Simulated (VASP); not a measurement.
# LiZn (Fd-3m) in VASP: elastic constants with LDA

Aim: the elastic constants of LiZn with LDA.

All numbers are computed with VASP 6.6.1; they aren't measurements. Logs are shortened: lines on timing, memory, paths and dates and some standing lists are left out, and cuts for length are marked.

## 1. The cell of the first run

Symmetry: Fd-3m, No. 227, cubic system. The conventional cell has a = 5.936 Å, b = 5.936 Å, c = 5.936 Å, α = 90.00°, β = 90.00°, γ = 90.00°. Within 3.4 Å of Li (site symmetry -43m) lie 4 Li at 2.57 Å and 10 Zn at 2.57 to 2.97 Å. Zn (site symmetry -43m) has 10 Li at 2.57 to 2.97 Å and 4 Zn at 2.57 Å within 3.4 Å.

## 2. Elastic constants, LDA

INCAR reads:

```
ALGO = Normal ; EDIFF = 1E-8
ENCUT = 600 ; GGA = CA
IBRION = 6 ; ISIF = 3
ISMEAR = -1 ; LASPH = T
LCHARG = F ; LREAL = F
LWAVE = F ; NBANDS = 23
NELM = 100 ; NFREE = 2
NSW = 1 ; POTIM = 0.015
PREC = Accurate ; SIGMA = 0.08
```

KPOINTS reads:

```
k-points
0
Gamma
  8 8 8
```

POSCAR reads:

```
LiZn
1.0
    0.0000000000      2.9681790490      2.9681790490
    2.9681790490      0.0000000000      2.9681790490
    2.9681790490      2.9681790490      0.0000000000
Li Zn
2 2
Direct
    0.5000000000      0.5000000000      0.5000000000
    0.7500000000      0.7500000000      0.7500000000
    0.0000000000      0.0000000000      0.0000000000
    0.2500000000      0.2500000000      0.2500000000
```

Potentials or basis: VASP PAW LDA potentials, release 64 (Li_sv, Zn).

The run is started by

```bash
cat potpaw_LDA.64/Li_sv/POTCAR potpaw_LDA.64/Zn/POTCAR > POTCAR
mpirun -np 1 vasp_std > vasp.out
```

OUTCAR:

```text
EDIFF = 1E-8
   ENCUT = 600
   GGA = CA
   IBRION = 6
   ISIF = 3
   ISMEAR = -1
   LASPH = T
   LREAL = F
   NELM = 100
   NFREE = 2
   NSW = 1
   POTIM = 0.015
   PREC = Accurate

 ion  position               nearest neighbor table
   1  0.500  0.500  0.500-   4 2.57   4 2.57   4 2.57   2 2.57   4 2.57   2 2.57   2 2.57   2 2.57

   2  0.750  0.750  0.750-   1 2.57   1 2.57   1 2.57   1 2.57   3 2.57   3 2.57   3 2.57   3 2.57

   3  0.000  0.000  0.000-   2 2.57   2 2.57   2 2.57   2 2.57   4 2.57   4 2.57   4 2.57   4 2.57

   4  0.250  0.250  0.250-   3 2.57   3 2.57   3 2.57   1 2.57   3 2.57   1 2.57   1 2.57   1 2.57

  LATTYP: Found a face centered cubic cell.
 ALAT       =     5.9363580980

  Lattice vectors:

 A1 = (   0.0000000000,   2.9681790490,   2.9681790490)
 A2 = (   2.9681790490,   0.0000000000,   2.9681790490)
 A3 = (   2.9681790490,   2.9681790490,   0.0000000000)

Analysis of symmetry for initial positions (statically):
=====================================================================
 Subroutine PRICEL returns:
 Original cell was already a primitive cell.

 Routine SETGRP: Setting up the symmetry group for a
 face centered cubic supercell.

 Subroutine GETGRP returns: Found 48 space group operations
 (whereof 24 operations were pure point group operations)
 out of a pool of 48 trial point group operations.

The static configuration has the point symmetry T_d .
 The point group associated with its full space group is O_h .

Analysis of symmetry for dynamics (positions and initial velocities):
=====================================================================
 Subroutine PRICEL returns:
 Original cell was already a primitive cell.

 Routine SETGRP: Setting up the symmetry group for a
 face centered cubic supercell.

 Subroutine GETGRP returns: Found 48 space group operations
 (whereof 24 operations were pure point group operations)
 out of a pool of 48 trial point group operations.

The dynamic configuration has the point symmetry T_d .
 The point group associated with its full space group is O_h .

 Subroutine INISYM returns: Found 48 space group operations
 (whereof 24 operations are pure point group operations),
 and found     1 'primitive' translations

----------------------------------------------------------------------------------------

                                     Primitive cell

  volume of cell :      52.2998

  direct lattice vectors                    reciprocal lattice vectors
     0.000000000  2.968179049  2.968179049    -0.168453450  0.168453450  0.168453450
     2.968179049  0.000000000  2.968179049     0.168453450 -0.168453450  0.168453450
     2.968179049  2.968179049  0.000000000     0.168453450  0.168453450 -0.168453450

  length of vectors
     4.197639067  4.197639067  4.197639067     0.291769934  0.291769934  0.291769934

  position of ions in fractional coordinates (direct lattice)
     0.500000000  0.500000000  0.500000000
     0.750000000  0.750000000  0.750000000
     0.000000000  0.000000000  0.000000000
     0.250000000  0.250000000  0.250000000

  ion indices of the primitive-cell ions
   primitive index   ion index
                 1           1
                 2           2
                 3           3
                 4           4

----------------------------------------------------------------------------------------

 KPOINTS: k-points

Automatic generation of k-mesh.
 Grid dimensions read from file:
 generate k-points for:    8    8    8

 Generating k-lattice:

  Cartesian coordinates                     Fractional coordinates (reciprocal lattice)
    -0.021056681  0.021056681  0.021056681     0.125000000  0.000000000  0.000000000
     0.021056681 -0.021056681  0.021056681     0.000000000  0.125000000  0.000000000
     0.021056681  0.021056681 -0.021056681     0.000000000  0.000000000  0.125000000

  Length of vectors
     0.036471242  0.036471242  0.036471242

  Shift w.r.t. Gamma in fractional coordinates (k-lattice)
     0.000000000  0.000000000  0.000000000

 Subroutine IBZKPT returns following result:
[... 59 lines left out ...]
   PSTRESS=    0.0 pullay stress
   NELECT =      30.0000    total number of electrons
   NUPDOWN=      -1.0000    fix difference up-down
   EMIN   =  10.00;   EMAX   =-10.00  energy-range for DOS
   EFERMI =   0.00;   METHOD = LEGACY
   ISMEAR =    -1;   SIGMA  =   0.08  broadening in eV -4-tet -1-fermi 0-gaus
   EFERMI_NEDOS =   21; number of points for ismear=-14 and -15
   IALGO  =     38    algorithm
   IMIX   =      4    mixing-type and parameters
     AMIX     =   0.40;   BMIX     =  1.00
     AMIX_MAG =   1.60;   BMIX_MAG =  1.00
  volume/ion in A,a.u.               =      13.07        88.23
  Fermi-wavevector in a.u.,A,eV,Ry     =   1.360239  2.570479 25.174174  1.850250
  Thomas-Fermi vector in A             =   2.486918
   LORBIT       =      0    0 simple, 1 ext, 2 COOP (PROOUT), +10 PAW based schemes
   GGA     = CA    functional components
   LHFCALC =     F    Hartree Fock is set to
   AEXX    =    0.0000 exact exchange contribution
   IVDW    =     0    specifies the selected vdW correction
   LEPSILON=     F    determine dielectric tensor
   LRPA    =     F    only Hartree local field effects (RPA)
 finite differences with symmetry
 non-spin polarized calculation
  energy-cutoff  :      600.00
  volume of cell :       52.30
 maximum number of plane-waves:      1807
 NGX is ok and might be reduce to    36
   NGX = 17   NGY = 17   NGZ = 17

--------------------------------------- Ionic step        1  -------------------------------------------

 number of electron      30.0000003 magnetization

 Free energy of the ion-electron system (eV)
  ---------------------------------------------------
  ext. energy  EPLUGINS =         0.00000000
  ---------------------------------------------------
  free energy    TOTEN  =        -8.81281890 eV

  energy without entropy =       -8.79493107  energy(sigma->0) =       -8.80387498

------------------------ aborting loop because EDIFF is reached ----------------------------------------

  FORCE on cell =-STRESS in cart. coord.  units (eV):
  Direction    XX          YY          ZZ          XY          YZ          ZX
  --------------------------------------------------------------------------------------
  -------------------------------------------------------------------------------------
  Total        0.0371923      0.0371923      0.0371923      0.0000000      0.0000000      0.0000000
  in kB        1.1393663      1.1393663      1.1393663      0.0000000      0.0000000      0.0000000
  external PRESSURE =       1.1393663 kB  Pullay stress =       0.0000000 kB
[... 95 lines left out ...]
  FREE ENERGIE OF THE ION-ELECTRON SYSTEM (eV)
  ---------------------------------------------------
  free  energy   TOTEN  =        -8.8088640010 eV

  energy  without entropy=       -8.7908894395  energy(sigma->0) =       -8.79987672

[... ionic steps 4 to 14 ...]

--------------------------------------- Ionic step       15  -------------------------------------------

 number of electron      30.0000003 magnetization

------------------------ aborting loop because EDIFF is reached ----------------------------------------
[... 71 lines left out ...]
--------------------------------------- Ionic step       17  -------------------------------------------

 number of electron      30.0000002 magnetization

 Free energy of the ion-electron system (eV)
  ---------------------------------------------------
  ext. energy  EPLUGINS =         0.00000000
  ---------------------------------------------------
  free energy    TOTEN  =        -8.81231087 eV

  energy without entropy =       -8.79439055  energy(sigma->0) =       -8.80335071

 E-fermi :   2.5129     XC(G=0): -10.6079

 val. band max:        2.3723036120   @ k =   0.5000   0.2500   0.0000
 cond. band min:       2.6119757661   @ k =   0.2500   0.1250  -0.3750
 fundamental gap:      0.2396721541
 Fermi energy:         2.5128708729

 k-point     1 :       0.0000    0.0000    0.0000
  band No.  band energies     occupation
      1     -42.3019      2.00000
      2     -42.2143      2.00000
      3      -5.5842      2.00000
      4      -5.0539      2.00000
      5      -5.0514      2.00000
      6      -5.0487      2.00000
[... 613 lines left out ...]
     22      12.0242      0.00000
     23      14.5418      0.00000

 [... further k-points ...]
[... 5 lines left out ...]
  --------------------------------------------------------------------------------------
  -------------------------------------------------------------------------------------
  Total        0.0432086      0.0437618      0.0437618      0.0000000      0.0007831      0.0000000
  in kB        1.3236734      1.3406202      1.3406202      0.0000000      0.0239899      0.0000000
  external PRESSURE =       1.3349713 kB  Pullay stress =       0.0000000 kB
[... 19 lines left out ...]
  FREE ENERGIE OF THE ION-ELECTRON SYSTEM (eV)
  ---------------------------------------------------
  free  energy   TOTEN  =        -8.8123108734 eV

  energy  without entropy=       -8.7943905502  energy(sigma->0) =       -8.80335071

 INTERNAL STRAIN TENSORS FROM STRAINED CELLS
 ============================================

 INTERNAL STRAIN TENSOR FOR ION    1 for displacements in x,y,z  (eV/Angst):
          X           Y           Z          XY          YZ          ZX
  --------------------------------------------------------------------------------
  x    -0.00000     0.00000     0.00000     0.00000    -0.56365     0.00000
  y     0.00000    -0.00000     0.00000    -0.00000    -0.00000    -0.56378
  z     0.00000     0.00000    -0.00000    -0.56348    -0.00000     0.00000

 INTERNAL STRAIN TENSORS FROM DISPLACED ATOMS
 ============================================

 INTERNAL STRAIN TENSOR FOR ION    1 for displacements in x,y,z  (eV/Angst):
          X           Y           Z          XY          YZ          ZX
  --------------------------------------------------------------------------------
  x    -0.00000     0.00000     0.00000     0.00000    -0.56675     0.00000
  y     0.00000     0.00000     0.00000     0.00000     0.00000    -0.56675
  z     0.00000     0.00000    -0.00000    -0.56675     0.00000     0.00000

 INTERNAL STRAIN TENSOR FOR ION    4 for displacements in x,y,z  (eV/Angst):
          X           Y           Z          XY          YZ          ZX
  --------------------------------------------------------------------------------
  x     0.00000     0.00000     0.00000     0.00000     0.06054     0.00000
  y     0.00000    -0.00000     0.00000     0.00000     0.00000     0.06054
  z     0.00000     0.00000     0.00000     0.06054     0.00000     0.00000

 Eigenvectors and eigenvalues of the dynamical matrix
 ----------------------------------------------------

   1 f  =   12.969882 THz    81.492173 2PiTHz  432.628701 cm-1    53.639099 meV
             X         Y         Z           dx          dy          dz
      2.968179  2.968179  2.968179    -0.000000    0.000000   -0.702623
      4.452269  4.452269  4.452269    -0.000000   -0.000000    0.702623
      0.000000  0.000000  0.000000     0.000000    0.000000   -0.079502
      1.484090  1.484090  1.484090     0.000000    0.000000    0.079502
[... 71 lines left out ...]
  12 f/i=    0.003372 THz     0.021185 2PiTHz    0.112469 cm-1     0.013944 meV
             X         Y         Z           dx          dy          dz
      2.968179  2.968179  2.968179     0.214208    0.043440   -0.027390
      4.452269  4.452269  4.452269     0.214208    0.043440   -0.027390
      0.000000  0.000000  0.000000     0.653406    0.132508   -0.083548
      1.484090  1.484090  1.484090     0.653406    0.132508   -0.083548

--------------------------------------------------------------------------------------------------------

 ELASTIC MODULI CONTR FROM IONIC RELAXATION (kBar)
 Direction    XX          YY          ZZ          XY          YZ          ZX
 --------------------------------------------------------------------------------
 XX          -0.0000     -0.0000     -0.0000      0.0000      0.0000     -0.0000
 YY          -0.0000     -0.0000     -0.0000      0.0000      0.0000     -0.0000
 ZZ          -0.0000     -0.0000     -0.0000      0.0000      0.0000     -0.0000
 XY           0.0000      0.0000      0.0000     -4.2319     -0.0000      0.0000
 YZ           0.0000      0.0000      0.0000     -0.0000     -4.2319      0.0000
 ZX          -0.0000     -0.0000     -0.0000      0.0000      0.0000     -4.2319
 --------------------------------------------------------------------------------

 TOTAL ELASTIC MODULI (kBar)
 Direction    XX          YY          ZZ          XY          YZ          ZX
 --------------------------------------------------------------------------------
 XX         867.5494    399.8509    399.8509      0.0000      0.0000      0.0000
 YY         399.8509    867.5494    399.8509      0.0000      0.0000     -0.0000
 ZZ         399.8509    399.8509    867.5494      0.0000     -0.0000     -0.0000
 XY           0.0000      0.0000      0.0000    665.8298     -0.0000      0.0000
 YZ           0.0000      0.0000     -0.0000     -0.0000    665.8298      0.0000
 ZX           0.0000     -0.0000     -0.0000      0.0000      0.0000    665.8298
 --------------------------------------------------------------------------------
```

Run time: 11 min. Hardware: 1 thread of Intel Xeon 6975P-C (Granite Rapids), shared host; peak memory 0.44 GiB.

What came out:

| Item | Value |
| --- | --- |
| Elastic constants C11, C12, C44 | 87, 40, 67 GPa |
| Voigt bulk modulus | 56 GPa |
| Highest phonon frequency at Γ | 433 cm⁻¹ |

Phonon frequencies in cm⁻¹ (negative: imaginary):
| q point | frequencies |
| --- | --- |
| (0.000, 0.000, 0.000) | 0 0 0 163 163 163 300 300 300 433 433 433 |

Elastic tensor in Voigt notation (GPa, in the Cartesian axes of the cell as first typed):
```
87 40 40  0  0  0
40 87 40  0  0  0
40 40 87  0  0  0
 0  0  0 67  0  0
 0  0  0  0 67  0
 0  0  0  0  0 67
```

Clamped-ion elastic tensor (GPa):
```
87 40 40  0  0  0
40 87 40  0  0  0
40 40 87  0  0  0
 0  0  0 67  0  0
 0  0  0  0 67  0
 0  0  0  0  0 67
```

Caveat: the cutoff is under 1.25 times the usual one of these potentials, so pressure, stress and relaxed cells hold a basis-set (Pulay) error.
